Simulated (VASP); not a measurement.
TaN:

```
CELL_PARAMETERS angstrom
3.05000 0.00000 0.00000
-1.52500 2.64138 0.00000
0.00000 0.00000 4.94000
ATOMIC_POSITIONS crystal
Ta 0.33333 0.66667 0.00000
Ta 0.66667 0.33333 0.50000
N 0.33333 0.66667 0.38500
N 0.66667 0.33333 0.88500
```

Base run:

- Program: VASP 6.6.1
- Functional: PBE
- Potentials or basis: VASP PAW PBE potentials, release 64 (Ta_pv, N)
- Cutoff: 520 eV
- k mesh: 12 × 12 × 6
- Occupations: gaussian, width 0.1 eV
- Spin: no spin polarisation

Its results: band gap on the k mesh zero (bands 16 and 17 overlap by 2.86 eV); pressure 140.2 GPa; largest force 2.446 eV/Å.

The run is repeated on the same cell with these changes: k mesh from 12 × 12 × 6 to 6 × 6 × 2. What comes out?

Band gap on the k mesh zero (bands 16 and 17 overlap by 2.86 eV); pressure 141.2 GPa; largest force 2.393 eV/Å.

Caveats: some runs use coarse meshes; spin-orbit coupling is left out, which moves the levels of the heavy elements; forces of over 1 eV/Å act on the atoms, so gaps and moduli don't describe the material at rest; the cell stands under pressure (at least some runs).
